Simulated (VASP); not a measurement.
# Pd (P6/mmm) in VASP: single point with PBE

Aim: the single point of Pd with PBE.

Program: VASP 6.6.1. These are calculated values, not measurements. Logs are shortened: lines on timing, memory, paths and dates and some standing lists are left out, and cuts for length are marked.

## (1) The cell of the first run

It takes space group P6/mmm (No. 191, hexagonal). Conventional cell: a = 4.504 Å, b = 4.504 Å, c = 2.681 Å, α = 90.00°, β = 90.00°, γ = 120.00°. Pd (site symmetry 6/mmm) has 14 Pd at 2.68 to 2.93 Å within 3.5 Å. Pd (site symmetry -6m2) has 11 Pd at 2.60 to 2.93 Å within 3.4 Å.

This isn't the form of Pd at room conditions, which is fcc.

## (2) Single point, PBE

The input, INCAR:

```
SYSTEM = Pd
ALGO = Normal
EDIFF = 1E-6
ENCUT = 520
GGA = PE
ISIF = 2
ISMEAR = -1
ISYM = 0
LASPH = .TRUE.
LCHARG = .TRUE.
LELF = .TRUE.
LREAL = .FALSE.
LVHAR = .TRUE.
LWAVE = .FALSE.
NBANDS = 22
NELM = 60
PREC = Accurate
SIGMA = 0.1
```

The input, KPOINTS:

```
Automatic mesh
0
Gamma
  11 11 15
  0.5 0.5 0.5
```

The input, POSCAR:

```
Pd
1.0
    4.5041502062      0.0000000000      0.0000000000
   -2.2520751031      3.9007085010      0.0000000000
    0.0000000000      0.0000000000      2.6805721929
Pd
3
Direct
    0.0000000000      0.0000000000      0.0000000000
    0.3333333333      0.6666666667      0.5000000000
    0.6666666667      0.3333333333      0.5000000000
```

Potentials or basis: VASP PAW PBE potentials, release 64 (Pd).

Command:

```bash
> cat potpaw_PBE.64/Pd/POTCAR > POTCAR
> mpirun -np 1 vasp_std > vasp.out
```

OUTCAR:

```text
SYSTEM = Pd
   EDIFF = 1E-6
   ENCUT = 520
   GGA = PE
   ISIF = 2
   ISMEAR = -1
   ISYM = 0
   LASPH = .TRUE.
   LREAL = .FALSE.
   NELM = 60
   PREC = Accurate

 ion  position               nearest neighbor table
   1  0.000  0.000  0.000-   2 2.93   3 2.93   2 2.93   3 2.93   2 2.93   2 2.93   3 2.93   3 2.93
                             3 2.93   3 2.93   2 2.93   2 2.93
   2  0.333  0.667  0.500-   3 2.60   3 2.60   3 2.60   1 2.93   1 2.93   1 2.93   1 2.93   1 2.93
                             1 2.93
   3  0.667  0.333  0.500-   2 2.60   2 2.60   2 2.60   1 2.93   1 2.93   1 2.93   1 2.93   1 2.93
                             1 2.93

IMPORTANT INFORMATION: All symmetrisations will be switched off!
NOSYMM: (Re-)initialisation of all symmetry stuff for point group C_1.

----------------------------------------------------------------------------------------

                                     Primitive cell

  volume of cell :      47.0960

  direct lattice vectors                    reciprocal lattice vectors
     4.504150206  0.000000000  0.000000000     0.222017463  0.128181842  0.000000000
    -2.252075103  3.900708501  0.000000000     0.000000000  0.256363684  0.000000000
     0.000000000  0.000000000  2.680572193     0.000000000  0.000000000  0.373054679

  length of vectors
     4.504150206  4.504150206  2.680572193     0.256363684  0.256363684  0.373054679

  position of ions in fractional coordinates (direct lattice)
     0.000000000  0.000000000  0.000000000
     0.333333333  0.666666667  0.500000000
     0.666666667  0.333333333  0.500000000

  ion indices of the primitive-cell ions
   primitive index   ion index
                 1           1
                 2           2
                 3           3

----------------------------------------------------------------------------------------

 KPOINTS: Automatic mesh

Automatic generation of k-mesh.
 Grid dimensions read from file:
 generate k-points for:   11   11   15

 Generating k-lattice:

  Cartesian coordinates                     Fractional coordinates (reciprocal lattice)
     0.020183406  0.011652895  0.000000000     0.090909091 -0.000000000  0.000000000
     0.000000000  0.023305789  0.000000000     0.000000000  0.090909091  0.000000000
     0.000000000  0.000000000  0.024870312     0.000000000  0.000000000  0.066666667

  Length of vectors
     0.023305789  0.023305789  0.024870312
[... 39 lines left out ...]
   dimension x,y,z NGX =    36 NGY =   36 NGZ =   20
   dimension x,y,z NGXF=    72 NGYF=   72 NGZF=   40
   ions per type =               3
   NGX,Y,Z   is equivalent  to a cutoff of  13.29, 13.29, 12.40 a.u.
   NGXF,Y,Z  is equivalent  to a cutoff of  26.57, 26.57, 24.81 a.u.
 SYSTEM =  Pd
   PREC   = accura    normal or accurate (medium, high low for compatibility)
   ISTART =      0    job   : 0-new  1-cont  2-samecut
   ICHARG =      2    charge: 1-file 2-atom 10-const
   ISPIN  =      1    spin polarized calculation?
   LNONCOLLINEAR =      F non collinear calculations
   LSORBIT =      F    spin-orbit coupling
   LASPH  =      T    aspherical Exc in radial PAW
   ENCUT  =  520.0 eV  38.22 Ry    6.18 a.u.   8.37  8.37  4.98*2*pi/ulx,y,z
   NELM   =     60;   NELMIN=  2; NELMDL= -5     # of ELM steps
   EDIFF  = 0.1E-05   stopping-criterion for ELM
   LREAL  =      F    real-space projection
   EDIFFG = 0.1E-04   stopping-criterion for IOM
   NSW    =      0    number of steps for IOM
   IBRION =     -1    ionic relax: 0-MD 1-quasi-New 2-CG
   NFREE  =      0    steps in history (QN), initial steepest desc. (CG)
   ISIF   =      2    stress and relaxation
   ISYM   =      0    0-nonsym 1-usesym 2-fastsym
   POTIM  = 0.5000    time-step for ionic-motion
   TEBEG  =    0.0;   TEEND  =   0.0 temperature during run
   PSTRESS=    0.0 pullay stress
   NELECT =      30.0000    total number of electrons
   NUPDOWN=      -1.0000    fix difference up-down
   EMIN   =  10.00;   EMAX   =-10.00  energy-range for DOS
   EFERMI =   0.00;   METHOD = LEGACY
   ISMEAR =    -1;   SIGMA  =   0.10  broadening in eV -4-tet -1-fermi 0-gaus
   EFERMI_NEDOS =   21; number of points for ismear=-14 and -15
   IALGO  =     38    algorithm
   IMIX   =      4    mixing-type and parameters
     AMIX     =   0.40;   BMIX     =  1.00
     AMIX_MAG =   1.60;   BMIX_MAG =  1.00
  volume/ion in A,a.u.               =      15.70       105.94
  Fermi-wavevector in a.u.,A,eV,Ry     =   1.408599  2.661866 26.996005  1.984150
  Thomas-Fermi vector in A             =   2.530740
   LORBIT       =      0    0 simple, 1 ext, 2 COOP (PROOUT), +10 PAW based schemes
   GGA     = PE    functional components
[... 5 lines left out ...]
 non-spin polarized calculation
  energy-cutoff  :      520.00
  volume of cell :       47.10
 maximum number of plane-waves:      1288
 NGX is ok and might be reduce to    36
   NGX = 17   NGY = 17   NGZ =  9

 number of electron      29.9999986 magnetization

 Free energy of the ion-electron system (eV)
  ---------------------------------------------------
  ext. energy  EPLUGINS =         0.00000000
  ---------------------------------------------------
  free energy    TOTEN  =       -15.43070556 eV

  energy without entropy =      -15.24703303  energy(sigma->0) =      -15.33886929

 E-fermi :   8.8006     XC(G=0): -12.7858

 val. band max:        8.7951674512   @ k =   0.0909  -0.0455   0.1000
 cond. band min:       8.8014521092   @ k =   0.0000  -0.0455   0.1000
 fundamental gap:      0.0062846579
 Fermi energy:         8.8006138657

 k-point     1 :       0.0455    0.0455    0.0333
  band No.  band energies     occupation
      1       2.2143      2.00000
      2       4.0705      2.00000
      3       5.3898      2.00000
      4       5.4629      2.00000
      5       5.5575      2.00000
      6       5.8119      2.00000
[... 589 lines left out ...]
     21      20.2187      0.00000
     22      21.3450      0.00000

 [... further k-points ...]
[... 5 lines left out ...]
  --------------------------------------------------------------------------------------
  -------------------------------------------------------------------------------------
  Total       -0.1149362     -0.1149374     -0.0296014     -0.0000013     -0.0000000      0.0000002
  in kB       -3.9100617     -3.9101009     -1.0070212     -0.0000430     -0.0000014      0.0000074
  external PRESSURE =      -2.9423946 kB  Pullay stress =       0.0000000 kB

 VOLUME and BASIS-vectors are now :
 -----------------------------------------------------------------------------
  energy-cutoff  :      520.00
  volume of cell :       47.10
      direct lattice vectors                 reciprocal lattice vectors
     4.504150206  0.000000000  0.000000000     0.222017463  0.128181842  0.000000000
    -2.252075103  3.900708501  0.000000000     0.000000000  0.256363684  0.000000000
     0.000000000  0.000000000  2.680572193     0.000000000  0.000000000  0.373054679

 POSITION                                       TOTAL-FORCE (eV/Angst)
 -----------------------------------------------------------------------------------
      0.00000      0.00000      0.00000        -0.000000     -0.000000      0.000000
     -0.00000      2.60047      1.34029        -0.000001     -0.000000      0.000000
      2.25208      1.30024      1.34029         0.000001      0.000000     -0.000000
 -----------------------------------------------------------------------------------
    total drift:                                0.000001      0.000001     -0.000000

  FREE ENERGIE OF THE ION-ELECTRON SYSTEM (eV)
  ---------------------------------------------------
  free  energy   TOTEN  =       -15.4307055559 eV

  energy  without entropy=      -15.2470330308  energy(sigma->0) =      -15.33886929
```

Wall time 38 min (1 thread of Oxide Virtual Turin-like, shared host); peak memory 1.9 GiB.

Results:

```yaml
Free_energy: -15.4307 eV
Pressure: -0.3 GPa
Band_gap_on_the_k_mesh: zero (bands 15 and 16 overlap by 0.89 eV)
```

Levels at points of the mesh, in eV from the Fermi level:
| k point | band 11 | band 12 | band 13 | band 14 | band 15 | band 16 | band 17 | band 18 | band 19 | band 20 |
| --- | --- | --- | --- | --- | --- | --- | --- | --- | --- | --- |
| (0.50, 0.50, 0.50) | -0.77 | -0.66 | -0.41 | 0.08 | 0.39 | 2.91 | 3.16 | 6.32 | 6.78 | 9.19 |
| (0.50, 0.00, 0.50) | -0.77 | -0.66 | -0.41 | 0.08 | 0.39 | 2.91 | 3.16 | 6.32 | 6.78 | 9.19 |
| (0.00, 0.50, 0.50) | -0.77 | -0.66 | -0.41 | 0.08 | 0.39 | 2.91 | 3.16 | 6.32 | 6.78 | 9.19 |
